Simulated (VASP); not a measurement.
# MoS2 (Fm-3m) in VASP: single point with LDA+U

Aim: the single point of MoS2 with LDA+U.

Everything below comes from runs of VASP 6.6.1. Logs are shortened: lines on timing, memory, paths and dates and some standing lists are left out, and cuts for length are marked.

### 1 The cell of the first run

It takes space group Fm-3m (No. 225, cubic). Conventional cell: a = 5.992 Å, b = 5.992 Å, c = 5.992 Å, α = 90.00°, β = 90.00°, γ = 90.00°. Mo (site symmetry m-3m) has 8 S at 2.59 Å within 3.4 Å. Within 3.4 Å of S (site symmetry -43m) lie 4 Mo at 2.59 Å and 6 S at 3.00 Å.

### 2 Single point, LDA+U, collinear spin, zero start

Contents of INCAR:

```
SYSTEM = MoS2
PREC = Accurate
ENCUT = 520
EDIFF = 1E-7
ISMEAR = 0
SIGMA = 0.05
LREAL = .FALSE.
LASPH = .TRUE.
NELM = 150
ALGO = Normal
ISIF = 2
LWAVE = .FALSE.
LCHARG = .TRUE.
ISPIN = 2
MAGMOM = 0 0 0
LORBIT = 11
NUPDOWN = 0.0
LMAXMIX = 4
LDAU = .TRUE.
LDAUTYPE = 1
LDAUL = 2 -1
LDAUU = 3 0
LDAUJ = 0.7 0
LDAUPRINT = 1
GGA = CA
LELF = .TRUE.
LVHAR = .TRUE.
NBANDS = 24
```

Contents of KPOINTS:

```
Automatic mesh
0
G
  6 6 6
  0 0 0
```

Contents of POSCAR:

```
MoS2
1.0
    0.0000000000      2.9959514200      2.9959514200
    2.9959514200      0.0000000000      2.9959514200
    2.9959514200      2.9959514200      0.0000000000
Mo S
1 2
Direct
    0.0000000000      0.0000000000      0.0000000000
    0.2500000000      0.2500000000      0.2500000000
    0.7500000000      0.7500000000      0.7500000000
```

Potentials or basis: VASP PAW LDA potentials, release 64 (Mo_sv, S).

Launch:

```sh
$ cat potpaw_LDA.64/Mo_sv/POTCAR potpaw_LDA.64/S/POTCAR > POTCAR
$ mpirun -np 1 vasp_std > vasp.out
```

OUTCAR:

```text
SYSTEM = MoS2
   PREC = Accurate
   ENCUT = 520
   EDIFF = 1E-7
   ISMEAR = 0
   LREAL = .FALSE.
   LASPH = .TRUE.
   NELM = 150
   ISIF = 2
   ISPIN = 2
   LORBIT = 11
   NUPDOWN = 0.0
   GGA = CA

 ion  position               nearest neighbor table
   1  0.000  0.000  0.000-   3 2.59   3 2.59   3 2.59   2 2.59   2 2.59   2 2.59   3 2.59   2 2.59

   2  0.250  0.250  0.250-   1 2.59   1 2.59   1 2.59   1 2.59
   3  0.750  0.750  0.750-   1 2.59   1 2.59   1 2.59   1 2.59

  LATTYP: Found a face centered cubic cell.
 ALAT       =     5.9919028400

  Lattice vectors:

 A1 = (   0.0000000000,   2.9959514200,   2.9959514200)
 A2 = (   2.9959514200,   0.0000000000,   2.9959514200)
 A3 = (   2.9959514200,   2.9959514200,   0.0000000000)

Analysis of symmetry for initial positions (statically):
=====================================================================
 Subroutine PRICEL returns:
 Original cell was already a primitive cell.

 Routine SETGRP: Setting up the symmetry group for a
 face centered cubic supercell.

 Subroutine GETGRP returns: Found 48 space group operations
 (whereof 48 operations were pure point group operations)
 out of a pool of 48 trial point group operations.

The static configuration has the point symmetry O_h .

Analysis of symmetry for dynamics (positions and initial velocities):
=====================================================================
 Subroutine PRICEL returns:
 Original cell was already a primitive cell.

 Routine SETGRP: Setting up the symmetry group for a
 face centered cubic supercell.

 Subroutine GETGRP returns: Found 48 space group operations
 (whereof 48 operations were pure point group operations)
 out of a pool of 48 trial point group operations.

The dynamic configuration has the point symmetry O_h .

Analysis of structural, dynamic, and magnetic symmetry:
=====================================================================
 Subroutine PRICEL returns:
 Original cell was already a primitive cell.

 Routine SETGRP: Setting up the symmetry group for a
 face centered cubic supercell.

 Subroutine GETGRP returns: Found 48 space group operations
 (whereof 48 operations were pure point group operations)
 out of a pool of 48 trial point group operations.

The overall configuration has the point symmetry O_h .

 Subroutine INISYM returns: Found 48 space group operations
 (whereof 48 operations are pure point group operations),
 and found     1 'primitive' translations

----------------------------------------------------------------------------------------

                                     Primitive cell

  volume of cell :      53.7817

  direct lattice vectors                    reciprocal lattice vectors
     0.000000000  2.995951420  2.995951420    -0.166891892  0.166891892  0.166891892
     2.995951420  0.000000000  2.995951420     0.166891892 -0.166891892  0.166891892
     2.995951420  2.995951420  0.000000000     0.166891892  0.166891892 -0.166891892

  length of vectors
     4.236915130  4.236915130  4.236915130     0.289065236  0.289065236  0.289065236

  position of ions in fractional coordinates (direct lattice)
     0.000000000  0.000000000  0.000000000
     0.250000000  0.250000000  0.250000000
     0.750000000  0.750000000  0.750000000

  ion indices of the primitive-cell ions
   primitive index   ion index
                 1           1
                 2           2
                 3           3

----------------------------------------------------------------------------------------

 KPOINTS: Automatic mesh

Automatic generation of k-mesh.
 Grid dimensions read from file:
 generate k-points for:    6    6    6

 Generating k-lattice:

  Cartesian coordinates                     Fractional coordinates (reciprocal lattice)
    -0.027815315  0.027815315  0.027815315     0.166666667  0.000000000  0.000000000
     0.027815315 -0.027815315  0.027815315     0.000000000  0.166666667  0.000000000
     0.027815315  0.027815315 -0.027815315     0.000000000  0.000000000  0.166666667

  Length of vectors
     0.048177539  0.048177539  0.048177539

  Shift w.r.t. Gamma in fractional coordinates (k-lattice)
     0.000000000  0.000000000  0.000000000

 Subroutine IBZKPT returns following result:
 ===========================================

 Found     16 irreducible k-points:

 Following reciprocal coordinates:
            Coordinates               Weight
  0.000000  0.000000  0.000000      1.000000
  0.166667  0.000000  0.000000      8.000000
  0.333333  0.000000  0.000000      8.000000
  0.500000  0.000000  0.000000      4.000000
  0.166667  0.166667  0.000000      6.000000
  0.333333  0.166667  0.000000     24.000000
[... 8 lines left out ...]
 -0.333333  0.333333  0.166667     24.000000
 -0.333333  0.500000  0.166667     12.000000
   k-points           NKPTS =     16   k-points in BZ     NKDIM =     16   number of bands    NBANDS=     24
   number of dos      NEDOS =    301   number of ions     NIONS =      3
   total plane-waves  NPLWV =  32768
   dimension x,y,z NGX =    32 NGY =   32 NGZ =   32
   dimension x,y,z NGXF=    64 NGYF=   64 NGZF=   64
   ions per type =               1   2
   NGX,Y,Z   is equivalent  to a cutoff of  12.56, 12.56, 12.56 a.u.
   NGXF,Y,Z  is equivalent  to a cutoff of  25.11, 25.11, 25.11 a.u.
 SYSTEM =  MoS2
   PREC   = accura    normal or accurate (medium, high low for compatibility)
   ISTART =      0    job   : 0-new  1-cont  2-samecut
   ICHARG =      2    charge: 1-file 2-atom 10-const
   ISPIN  =      2    spin polarized calculation?
   LNONCOLLINEAR =      F non collinear calculations
   LSORBIT =      F    spin-orbit coupling
   LASPH  =      T    aspherical Exc in radial PAW
   ENCUT  =  520.0 eV  38.22 Ry    6.18 a.u.   7.88  7.88  7.88*2*pi/ulx,y,z
   NELM   =    150;   NELMIN=  2; NELMDL= -5     # of ELM steps
   EDIFF  = 0.1E-06   stopping-criterion for ELM
   LREAL  =      F    real-space projection
   EDIFFG = 0.1E-05   stopping-criterion for IOM
   NSW    =      0    number of steps for IOM
   IBRION =     -1    ionic relax: 0-MD 1-quasi-New 2-CG
   NFREE  =      0    steps in history (QN), initial steepest desc. (CG)
   ISIF   =      2    stress and relaxation
   ISYM   =      2    0-nonsym 1-usesym 2-fastsym
   POTIM  = 0.5000    time-step for ionic-motion
   TEBEG  =    0.0;   TEEND  =   0.0 temperature during run
   PSTRESS=    0.0 pullay stress
   NELECT =      26.0000    total number of electrons
   NUPDOWN=       0.0000    fix difference up-down
   EMIN   =  10.00;   EMAX   =-10.00  energy-range for DOS
   EFERMI =   0.00;   METHOD = LEGACY
   ISMEAR =     0;   SIGMA  =   0.05  broadening in eV -4-tet -1-fermi 0-gaus
   EFERMI_NEDOS =   21; number of points for ismear=-14 and -15
   IALGO  =     38    algorithm
   IMIX   =      4    mixing-type and parameters
     AMIX     =   0.40;   BMIX     =  1.00
     AMIX_MAG =   1.60;   BMIX_MAG =  1.00
  volume/ion in A,a.u.               =      17.93       120.98
  Fermi-wavevector in a.u.,A,eV,Ry     =   1.284856  2.428026 22.461251  1.650855
  Thomas-Fermi vector in A             =   2.417025
   LORBIT       =     11    0 simple, 1 ext, 2 COOP (PROOUT), +10 PAW based schemes
 LDA+U is selected, type is set to LDAUTYPE =  1
   angular momentum for each species LDAUL =     2   -1
   U (eV)           for each species LDAUU =   3.0  0.0
   J (eV)           for each species LDAUJ =   0.7  0.0
   GGA     = CA    functional components
   LHFCALC =     F    Hartree Fock is set to
   AEXX    =    0.0000 exact exchange contribution
   IVDW    =     0    specifies the selected vdW correction
   LEPSILON=     F    determine dielectric tensor
   LRPA    =     F    only Hartree local field effects (RPA)
 spin polarized calculation
 Gauss-broadening in eV      SIGMA  =   0.05
  energy-cutoff  :      520.00
  volume of cell :       53.78
 maximum number of plane-waves:      1464
   NGX = 15   NGY = 15   NGZ = 15

 number of electron      26.0000003 magnetization      -0.0000000

atom =   1  type =  1  l = 2

 onsite density matrix

spin component  1

  0.3382 -0.0000  0.0000 -0.0000 -0.0000
 -0.0000  0.3382 -0.0000 -0.0000 -0.0000
  0.0000 -0.0000  0.4387 -0.0000  0.0000
 -0.0000 -0.0000 -0.0000  0.3382  0.0000
 -0.0000 -0.0000  0.0000  0.0000  0.4387

spin component  2

  0.3382 -0.0000  0.0000 -0.0000 -0.0000
 -0.0000  0.3382 -0.0000 -0.0000 -0.0000
  0.0000 -0.0000  0.4387 -0.0000  0.0000
 -0.0000 -0.0000 -0.0000  0.3382  0.0000
 -0.0000 -0.0000  0.0000  0.0000  0.4387

 occupancies and eigenvectors

  o =  0.3382  v =  1.0000  0.0000  0.0000  0.0000  0.0000  0.0000  0.0000  0.0000  0.0000  0.0000      0.0000  0.0000  0.0000  0.0000  0.0000  0.0000  0.0000  0.0000  0.0000  0.0000
  o =  0.3382  v =  0.0000  0.6785  0.0000  0.7346 -0.0000  0.0000  0.0000  0.0000  0.0000  0.0000      0.0000  0.0000  0.0000  0.0000  0.0000  0.0000  0.0000  0.0000  0.0000  0.0000
  o =  0.3382  v =  0.0000 -0.7346 -0.0000  0.6785  0.0000  0.0000  0.0000  0.0000  0.0000  0.0000      0.0000  0.0000  0.0000  0.0000  0.0000  0.0000  0.0000  0.0000  0.0000  0.0000
  o =  0.3382  v =  0.0000  0.0000  0.0000  0.0000  0.0000  1.0000  0.0000  0.0000  0.0000  0.0000      0.0000  0.0000  0.0000  0.0000  0.0000  0.0000  0.0000  0.0000  0.0000  0.0000
  o =  0.3382  v =  0.0000  0.0000  0.0000  0.0000  0.0000  0.0000 -0.9074  0.0000  0.4202 -0.0000      0.0000  0.0000  0.0000  0.0000  0.0000  0.0000  0.0000  0.0000  0.0000  0.0000
  o =  0.3382  v =  0.0000  0.0000  0.0000  0.0000  0.0000  0.0000  0.4202 -0.0000  0.9074 -0.0000      0.0000  0.0000  0.0000  0.0000  0.0000  0.0000  0.0000  0.0000  0.0000  0.0000
  o =  0.4387  v =  0.0000  0.0000 -0.9999  0.0000  0.0169  0.0000  0.0000  0.0000  0.0000  0.0000      0.0000  0.0000  0.0000  0.0000  0.0000  0.0000  0.0000  0.0000  0.0000  0.0000
  o =  0.4387  v =  0.0000  0.0000  0.0169 -0.0000  0.9999  0.0000  0.0000  0.0000  0.0000  0.0000      0.0000  0.0000  0.0000  0.0000  0.0000  0.0000  0.0000  0.0000  0.0000  0.0000
  o =  0.4387  v =  0.0000  0.0000  0.0000  0.0000  0.0000  0.0000 -0.0000 -1.0000 -0.0000  0.0047      0.0000  0.0000  0.0000  0.0000  0.0000  0.0000  0.0000  0.0000  0.0000  0.0000
  o =  0.4387  v =  0.0000  0.0000  0.0000  0.0000  0.0000  0.0000 -0.0000  0.0047  0.0000  1.0000      0.0000  0.0000  0.0000  0.0000  0.0000  0.0000  0.0000  0.0000  0.0000  0.0000

 number of electron      26.0000003 magnetization       0.0000000

 Free energy of the ion-electron system (eV)
  ---------------------------------------------------
  ext. energy  EPLUGINS =         0.00000000
  ---------------------------------------------------
  free energy    TOTEN  =       -19.41993985 eV

  energy without entropy =      -19.41060948  energy(sigma->0) =      -19.41527467

 E-fermi :   7.3671     XC(G=0): -11.2118

 val. band max:        7.3308198952   @ k =  -0.3333   0.3333   0.1667
 cond. band min:       7.3683899924   @ k =   0.3333   0.0000   0.0000
 fundamental gap:      0.0375700972
 Fermi energy:         7.3671557902

 spin component 1

 k-point     1 :       0.0000    0.0000    0.0000
  band No.  band energies     occupation
      1     -53.6504      1.00000
      2     -27.8867      1.00000
      3     -27.8867      1.00000
      4     -27.8867      1.00000
      5      -7.4156      1.00000
      6      -3.2815      1.00000
[... 421 lines left out ...]
     23      19.1086      0.00000
     24      20.9478      0.00000
 Fermi energy:         7.3671453852

 spin component 2

 k-point     1 :       0.0000    0.0000    0.0000
  band No.  band energies     occupation
      1     -53.6504      1.00000
      2     -27.8867      1.00000
      3     -27.8867      1.00000
      4     -27.8867      1.00000
      5      -7.4156      1.00000
      6      -3.2815      1.00000
[... 421 lines left out ...]
     23      19.1086      0.00000
     24      20.9497      0.00000

------------------------ aborting loop because EDIFF is reached ----------------------------------------

  FORCE on cell =-STRESS in cart. coord.  units (eV):
  Direction    XX          YY          ZZ          XY          YZ          ZX
  --------------------------------------------------------------------------------------
  -------------------------------------------------------------------------------------
  Total       -4.3471004     -4.3471004     -4.3471004     -0.0000000     -0.0000000      0.0000000
  in kB     -129.5018454   -129.5018454   -129.5018454     -0.0000000     -0.0000000      0.0000000
  external PRESSURE =    -129.5018454 kB  Pullay stress =       0.0000000 kB

 VOLUME and BASIS-vectors are now :
 -----------------------------------------------------------------------------
  energy-cutoff  :      520.00
  volume of cell :       53.78
      direct lattice vectors                 reciprocal lattice vectors
     0.000000000  2.995951420  2.995951420    -0.166891892  0.166891892  0.166891892
     2.995951420  0.000000000  2.995951420     0.166891892 -0.166891892  0.166891892
     2.995951420  2.995951420  0.000000000     0.166891892  0.166891892 -0.166891892

 POSITION                                       TOTAL-FORCE (eV/Angst)
 -----------------------------------------------------------------------------------
      0.00000      0.00000      0.00000        -0.000000      0.000000     -0.000000
      1.49798      1.49798      1.49798        -0.000000     -0.000000     -0.000000
      4.49393      4.49393      4.49393         0.000000      0.000000      0.000000
 -----------------------------------------------------------------------------------
    total drift:                                0.000000     -0.000000      0.000000

  FREE ENERGIE OF THE ION-ELECTRON SYSTEM (eV)
  ---------------------------------------------------
  free  energy   TOTEN  =       -19.4199398537 eV

  energy  without entropy=      -19.4106094766  energy(sigma->0) =      -19.41527467

 total charge

# of ion       s       p       d       tot
------------------------------------------
    1        2.264   6.130   3.740  12.134
    2        1.359   2.284   0.000   3.643
    3        1.359   2.284   0.000   3.643
--------------------------------------------------
tot          4.981  10.699   3.740  19.420

 magnetization (x)

# of ion       s       p       d       tot
------------------------------------------
    1        0.000   0.000  -0.000  -0.000
    2       -0.000  -0.000   0.000  -0.000
    3       -0.000  -0.000   0.000  -0.000
--------------------------------------------------
tot         -0.000  -0.000  -0.000  -0.000
```

Run time: 15 s. Hardware: 1 thread of Intel Xeon 6975P-C (Granite Rapids), shared host; peak memory 0.17 GiB.

What came out:

- Free energy: -19.4199 eV
- Pressure: -13.0 GPa
- Net moment: 0.00 μB per cell
- Valence electrons inside the program's atomic spheres: Mo 12.13; S 3.64

Eigenvalues of the final occupation matrices:
| site | spin | trace | eigenvalues |
| --- | --- | --- | --- |
| site 1 d | 1 | 1.89 | 0.34 0.34 0.34 0.44 0.44 |
| site 1 d | 2 | 1.89 | 0.34 0.34 0.34 0.44 0.44 |

Caveat: the total moment is fixed, so each spin has its own Fermi level.
